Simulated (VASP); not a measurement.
# MgO2 (R-3m) in VASP: single point with r2SCAN

Aim: the single point of MgO2 with r2SCAN.

Everything below comes from runs of VASP 6.6.1. Logs are shortened: lines on timing, memory, paths and dates and some standing lists are left out, and cuts for length are marked.

### Step 1. The cell of the first run

The structure is trigonal, space group R-3m (No. 166). Conventional cell: a = 3.466 Å, b = 3.466 Å, c = 11.320 Å, α = 90.00°, β = 90.00°, γ = 120.00°. Mg (site symmetry -3m) has 6 O at 2.27 Å within 3.0 Å. Within 2.1 Å of O (site symmetry 3m) lie 1 O at 1.61 Å.

### Step 2. Single point, r2SCAN (strain +0.080 along x and y, +0.080 along z)

POSCAR reads:

```
MgO2
1.0
    1.7331418973      1.0006299410      3.7734971849
   -1.7331418973      1.0006299410      3.7734971849
    0.0000000000     -2.0012598819      3.7734971849
Mg O
1 2
Direct
    0.0000000000      0.0000000000      0.0000000000
    0.4287860000      0.4287860000      0.4287860000
    0.5712140000      0.5712140000      0.5712140000
```

INCAR.step1 reads:

```
SYSTEM = MgO2
PREC     = Accurate       ! precision mode
ENCUT    = 520            ! plane-wave cutoff, eV
ISMEAR   = 0              ! smearing method
SIGMA    = 0.05           ! smearing width, eV
LREAL    = .FALSE.        ! projectors in reciprocal space
LASPH    = .TRUE.         ! aspherical terms in the spheres
NELM     = 60             ! most SCF steps
NBANDS   = 14             ! bands
GGA      = PE             ! functional
ALGO     = Normal         ! electronic algorithm
EDIFF    = 1E-4           ! SCF threshold, eV
LWAVE    = .TRUE.         ! write WAVECAR
LCHARG   = .FALSE.        ! write CHGCAR
```

INCAR.step2 reads:

```
SYSTEM = MgO2
PREC     = Accurate       ! precision mode
ENCUT    = 520            ! plane-wave cutoff, eV
EDIFF    = 1E-6           ! SCF threshold, eV
ISMEAR   = 0              ! smearing method
SIGMA    = 0.05           ! smearing width, eV
LREAL    = .FALSE.        ! projectors in reciprocal space
LASPH    = .TRUE.         ! aspherical terms in the spheres
NELM     = 60             ! most SCF steps
ALGO     = Normal         ! electronic algorithm
ISIF     = 2              ! what is computed and relaxed
LWAVE    = .FALSE.        ! write WAVECAR
LCHARG   = .TRUE.         ! write CHGCAR
METAGGA  = R2SCAN         ! meta-GGA
LMIXTAU  = .TRUE.       
LELF     = .TRUE.         ! ELF
LVHAR    = .TRUE.       
NBANDS   = 14             ! bands
ISTART   = 1
```

KPOINTS reads:

```
Automatic mesh
0
G
  12 12 12
  0 0 0
```

Potentials or basis: VASP PAW PBE potentials, release 64 (Mg, O).

Run with:

```console
> cat potpaw_PBE.64/Mg/POTCAR potpaw_PBE.64/O/POTCAR > POTCAR
> cp INCAR.step1 INCAR
> mpirun -np 1 vasp_std > vasp.out
> cp INCAR.step2 INCAR
> mpirun -np 1 vasp_std > vasp.out
```

OUTCAR:

```text
SYSTEM = MgO2
   PREC = Accurate
   ENCUT = 520
   EDIFF = 1E-6
   ISMEAR = 0
   LREAL = .FALSE.
   LASPH = .TRUE.
   NELM = 60
   ISIF = 2
   METAGGA = R2SCAN
   ISTART = 1

 ion  position               nearest neighbor table
   1  0.000  0.000  0.000-   3 2.27   3 2.27   2 2.27   2 2.27   3 2.27   2 2.27
   2  0.429  0.429  0.429-   3 1.61   1 2.27   1 2.27   1 2.27
   3  0.571  0.571  0.571-   2 1.61   1 2.27   1 2.27   1 2.27

  LATTYP: Found a trigonal (rhomboedric) cell.
 ALAT       =     4.2713372753
 COS(alpha) =     0.6707160928

  Lattice vectors:

 A1 = (   1.7331418973,   1.0006299410,   3.7734971849)
 A2 = (  -1.7331418973,   1.0006299410,   3.7734971849)
 A3 = (   0.0000000000,  -2.0012598819,   3.7734971849)

Analysis of symmetry for initial positions (statically):
=====================================================================
 Subroutine PRICEL returns:
 Original cell was already a primitive cell.

 Routine SETGRP: Setting up the symmetry group for a
 trigonal (rhombohedral) supercell.

 Subroutine GETGRP returns: Found 12 space group operations
 (whereof 12 operations were pure point group operations)
 out of a pool of 12 trial point group operations.

The static configuration has the point symmetry D_3d.

Analysis of symmetry for dynamics (positions and initial velocities):
=====================================================================
 Subroutine PRICEL returns:
 Original cell was already a primitive cell.

 Routine SETGRP: Setting up the symmetry group for a
 trigonal (rhombohedral) supercell.

 Subroutine GETGRP returns: Found 12 space group operations
 (whereof 12 operations were pure point group operations)
 out of a pool of 12 trial point group operations.

The dynamic configuration has the point symmetry D_3d.

 Subroutine INISYM returns: Found 12 space group operations
 (whereof 12 operations are pure point group operations),
 and found     1 'primitive' translations

----------------------------------------------------------------------------------------

                                     Primitive cell

  volume of cell :      39.2648

  direct lattice vectors                    reciprocal lattice vectors
     1.733141897  1.000629941  3.773497185     0.288493401  0.166561743  0.088335387
    -1.733141897  1.000629941  3.773497185    -0.288493401  0.166561743  0.088335387
     0.000000000 -2.001259882  3.773497185     0.000000000 -0.333123485  0.088335387

  length of vectors
     4.271337275  4.271337275  4.271337275     0.344636616  0.344636616  0.344636616

  position of ions in fractional coordinates (direct lattice)
     0.000000000  0.000000000  0.000000000
     0.428786000  0.428786000  0.428786000
     0.571214000  0.571214000  0.571214000

  ion indices of the primitive-cell ions
   primitive index   ion index
                 1           1
                 2           2
                 3           3

----------------------------------------------------------------------------------------

 KPOINTS: Automatic mesh

Automatic generation of k-mesh.
 Grid dimensions read from file:
 generate k-points for:   12   12   12

 Generating k-lattice:

  Cartesian coordinates                     Fractional coordinates (reciprocal lattice)
     0.024041117  0.013880145  0.007361282     0.083333333 -0.000000000  0.000000000
    -0.024041117  0.013880145  0.007361282    -0.000000000  0.083333333  0.000000000
     0.000000000 -0.027760290  0.007361282    -0.000000000 -0.000000000  0.083333333

  Length of vectors
     0.028719718  0.028719718  0.028719718

  Shift w.r.t. Gamma in fractional coordinates (k-lattice)
     0.000000000  0.000000000  0.000000000

 Subroutine IBZKPT returns following result:
 ===========================================

 Found    189 irreducible k-points:

 Following reciprocal coordinates:
            Coordinates               Weight
  0.000000  0.000000  0.000000      1.000000
  0.083333 -0.000000  0.000000      6.000000
  0.166667 -0.000000 -0.000000      6.000000
  0.250000 -0.000000  0.000000      6.000000
  0.333333  0.000000 -0.000000      6.000000
  0.416667 -0.000000  0.000000      6.000000
[... 16 lines left out ...]
  0.500000  0.166667 -0.000000     12.000000
 -0.416667  0.166667  0.000000     12.000000
 [... further k-points ...]
   k-points           NKPTS =    189   k-points in BZ     NKDIM =    189   number of bands    NBANDS=     14
   number of dos      NEDOS =    301   number of ions     NIONS =      3
   total plane-waves  NPLWV =  32768
   dimension x,y,z NGX =    32 NGY =   32 NGZ =   32
   dimension x,y,z NGXF=    64 NGYF=   64 NGZF=   64
   ions per type =               1   2
   NGX,Y,Z   is equivalent  to a cutoff of  12.45, 12.45, 12.45 a.u.
   NGXF,Y,Z  is equivalent  to a cutoff of  24.91, 24.91, 24.91 a.u.
 SYSTEM =  MgO2
   PREC   = accura    normal or accurate (medium, high low for compatibility)
   ISTART =      1    job   : 0-new  1-cont  2-samecut
   ICHARG =      0    charge: 1-file 2-atom 10-const
   ISPIN  =      1    spin polarized calculation?
   LNONCOLLINEAR =      F non collinear calculations
   LSORBIT =      F    spin-orbit coupling
   LASPH  =      T    aspherical Exc in radial PAW
   ENCUT  =  520.0 eV  38.22 Ry    6.18 a.u.   7.94  7.94  7.94*2*pi/ulx,y,z
   NELM   =     60;   NELMIN=  2; NELMDL=  0     # of ELM steps
   EDIFF  = 0.1E-05   stopping-criterion for ELM
   LREAL  =      F    real-space projection
   EDIFFG = 0.1E-04   stopping-criterion for IOM
   NSW    =      0    number of steps for IOM
   IBRION =     -1    ionic relax: 0-MD 1-quasi-New 2-CG
   NFREE  =      0    steps in history (QN), initial steepest desc. (CG)
   ISIF   =      2    stress and relaxation
   ISYM   =      2    0-nonsym 1-usesym 2-fastsym
   POTIM  = 0.5000    time-step for ionic-motion
   TEBEG  =    0.0;   TEEND  =   0.0 temperature during run
   PSTRESS=    0.0 pullay stress
   NELECT =      14.0000    total number of electrons
   NUPDOWN=      -1.0000    fix difference up-down
   EMIN   =  10.00;   EMAX   =-10.00  energy-range for DOS
   EFERMI =   0.00;   METHOD = LEGACY
   ISMEAR =     0;   SIGMA  =   0.05  broadening in eV -4-tet -1-fermi 0-gaus
   EFERMI_NEDOS =   21; number of points for ismear=-14 and -15
   IALGO  =     38    algorithm
   IMIX   =      4    mixing-type and parameters
     AMIX     =   0.40;   BMIX     =  1.00
     AMIX_MAG =   1.60;   BMIX_MAG =  1.00
  volume/ion in A,a.u.               =      13.09        88.32
  Fermi-wavevector in a.u.,A,eV,Ry     =   1.160869  2.193724 18.335440  1.347617
  Thomas-Fermi vector in A             =   2.297447
   LORBIT       =      0    0 simple, 1 ext, 2 COOP (PROOUT), +10 PAW based schemes
   METAGGA = R2SCAN    functional components
   LHFCALC =     F    Hartree Fock is set to
   AEXX    =    0.0000 exact exchange contribution
   IVDW    =     0    specifies the selected vdW correction
   LEPSILON=     F    determine dielectric tensor
   LRPA    =     F    only Hartree local field effects (RPA)
 non-spin polarized calculation
 Gauss-broadening in eV      SIGMA  =   0.05
  energy-cutoff  :      520.00
  volume of cell :       39.26
 maximum number of plane-waves:      1100
   NGX = 15   NGY = 15   NGZ = 15

 number of electron      14.0000002 magnetization

 Free energy of the ion-electron system (eV)
  ---------------------------------------------------
  ext. energy  EPLUGINS =         0.00000000
  ---------------------------------------------------
  free energy    TOTEN  =       -20.73401648 eV

  energy without entropy =      -20.73401648  energy(sigma->0) =      -20.73401648

 E-fermi :   0.7759     XC(G=0):  -9.6337

 val. band max:        0.4500524825   @ k =   0.5000   0.5000   0.5000
 cond. band min:       2.1548820816   @ k =   0.5000   0.5000   0.5000
 fundamental gap:      1.7048295991
 Fermi energy:         0.7759214428

 k-point     1 :       0.0000    0.0000    0.0000
  band No.  band energies     occupation
      1     -19.9134      2.00000
      2     -14.9752      2.00000
      3      -5.5532      2.00000
      4      -2.1197      2.00000
      5      -2.1197      2.00000
      6      -0.1000      2.00000
      7      -0.1000      2.00000
      8       4.8170      0.00000
      9       4.8220      0.00000
     10      11.7438      0.00000
     11      13.8065      0.00000
     12      15.3248      0.00000
     13      15.3248      0.00000
     14      15.8010      0.00000

 k-point     2 :       0.0833   -0.0000    0.0000
  band No.  band energies     occupation
      1     -19.8932      2.00000
      2     -14.9849      2.00000
      3      -5.5172      2.00000
      4      -2.2745      2.00000
      5      -2.1345      2.00000
      6      -0.1346      2.00000
      7      -0.1274      2.00000
      8       4.7046      0.00000
      9       5.1465      0.00000
     10      11.7966      0.00000
     11      13.9173      0.00000
     12      14.4617      0.00000
     13      15.4739      0.00000
     14      15.5742      0.00000

 k-point     3 :       0.1667   -0.0000   -0.0000
  band No.  band energies     occupation
      1     -19.8381      2.00000
      2     -15.0124      2.00000
      3      -5.4163      2.00000
      4      -2.6695      2.00000
      5      -2.1741      2.00000
      6      -0.2184      2.00000
      7      -0.2017      2.00000
      8       4.6204      0.00000
      9       5.7844      0.00000
     10      11.9324      0.00000
     11      13.1860      0.00000
     12      14.2215      0.00000
     13      14.9329      0.00000
     14      15.7856      0.00000
[... 324 lines left out ...]
 k-point    23 :       0.5000    0.1667   -0.0000
  band No.  band energies     occupation
      1     -19.5777      2.00000
      2     -15.1911      2.00000
      3      -4.7011      2.00000
      4      -3.9802      2.00000
      5      -2.5991      2.00000
      6      -0.6929      2.00000
      7      -0.2483      2.00000
      8       4.0362      0.00000
      9       9.1929      0.00000
     10      10.0059      0.00000
     11      12.1139      0.00000
     12      13.8518      0.00000
     13      14.6697      0.00000
     14      16.8131      0.00000

 k-point    24 :      -0.4167    0.1667    0.0000
  band No.  band energies     occupation
      1     -19.5733      2.00000
      2     -15.1621      2.00000
      3      -4.7964      2.00000
      4      -3.9548      2.00000
      5      -2.6411      2.00000
      6      -0.6379      2.00000
      7      -0.4080      2.00000
      8       4.1219      0.00000
      9       9.3515      0.00000
     10      10.0131      0.00000
     11      12.3257      0.00000
     12      13.9083      0.00000
     13      14.4510      0.00000
     14      16.6423      0.00000

 [... further k-points ...]

------------------------ aborting loop because EDIFF is reached ----------------------------------------

  FORCE on cell =-STRESS in cart. coord.  units (eV):
  Direction    XX          YY          ZZ          XY          YZ          ZX
  --------------------------------------------------------------------------------------
  -------------------------------------------------------------------------------------
  Total       -4.6446481     -4.6446481     -7.6250004      0.0000000     -0.0000000      0.0000000
  in kB     -189.5223806   -189.5223806   -311.1340630      0.0000000     -0.0000000      0.0000000
  external PRESSURE =    -230.0596081 kB  Pullay stress =       0.0000000 kB

 VOLUME and BASIS-vectors are now :
 -----------------------------------------------------------------------------
  energy-cutoff  :      520.00
  volume of cell :       39.26
      direct lattice vectors                 reciprocal lattice vectors
     1.733141897  1.000629941  3.773497185     0.288493401  0.166561743  0.088335387
    -1.733141897  1.000629941  3.773497185    -0.288493401  0.166561743  0.088335387
     0.000000000 -2.001259882  3.773497185     0.000000000 -0.333123485  0.088335387

 POSITION                                       TOTAL-FORCE (eV/Angst)
 -----------------------------------------------------------------------------------
      0.00000      0.00000      0.00000         0.000000      0.000000      0.000000
      0.00000      0.00000      4.85407         0.000000      0.000000      0.866572
      0.00000      0.00000      6.46642         0.000000     -0.000000     -0.866572
 -----------------------------------------------------------------------------------
    total drift:                               -0.000000      0.000000      0.000000

  FREE ENERGIE OF THE ION-ELECTRON SYSTEM (eV)
  ---------------------------------------------------
  free  energy   TOTEN  =       -20.7340164764 eV

  energy  without entropy=      -20.7340164764  energy(sigma->0) =      -20.73401648
```

Run time: 3.6 min. Hardware: 1 thread of Intel Xeon Platinum 8488C (Sapphire Rapids), shared host; peak memory 0.25 GiB.

Results:

| Item | Value |
| --- | --- |
| Free energy | -20.7340 eV |
| Pressure | -23.0 GPa |
| Largest force | 0.867 eV/Å |
| Band gap on the k mesh | 1.70 eV |

Forces in eV/Å, atoms in the order of the input:
```
Mg   0.000  0.000  0.000
O    0.000  0.000  0.867
O    0.000  0.000 -0.867
```

Caveat: the cell differs from its parent crystal (strain +0.080 along x and y, +0.080 along z); the cell stands under tension; the PAW data sets were made with another functional, which shifts forces and pressure a little.
